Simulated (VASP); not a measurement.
Cr, 1 atom in the cell. It takes space group Fm-3m (No. 225, cubic). Conventional cell: a = 3.622 Å, b = 3.622 Å, c = 3.622 Å, α = 90.00°, β = 90.00°, γ = 90.00°. Within 3.4 Å of Cr (site symmetry m-3m) lie 12 Cr at 2.56 Å. This isn't the form of Cr at room conditions, which is bcc.

```yaml
Program: VASP 6.6.1
Task: single point
Functional: PBE
Potentials_or_basis: VASP PAW PBE potentials, release 64 (Cr_pv)
Cutoff: 520 eV
k_mesh: 26 × 26 × 26
Occupations: gaussian, width 0.1 eV
Spin: no spin polarisation
Dipole_correction: no
Further_INCAR_settings: ALGO = Fast; EDIFF = 1e-07; NBANDS = 12
```

Potentials or basis: VASP PAW PBE potentials, release 64 (Cr_pv).

Launch:

```bash
$ cat potpaw_PBE.64/Cr_pv/POTCAR > POTCAR
$ mpirun -np 1 vasp_std > vasp.out
```

Hardware: 1 thread of Intel Xeon 8259CL, with other jobs on the host.

Q: How long does it take, and how much memory?

A: Run time: 2 min on 1 thread of Intel Xeon 8259CL, with other jobs on the host, peak memory 0.19 GiB. Counts: scf iterations 14, k points 511.
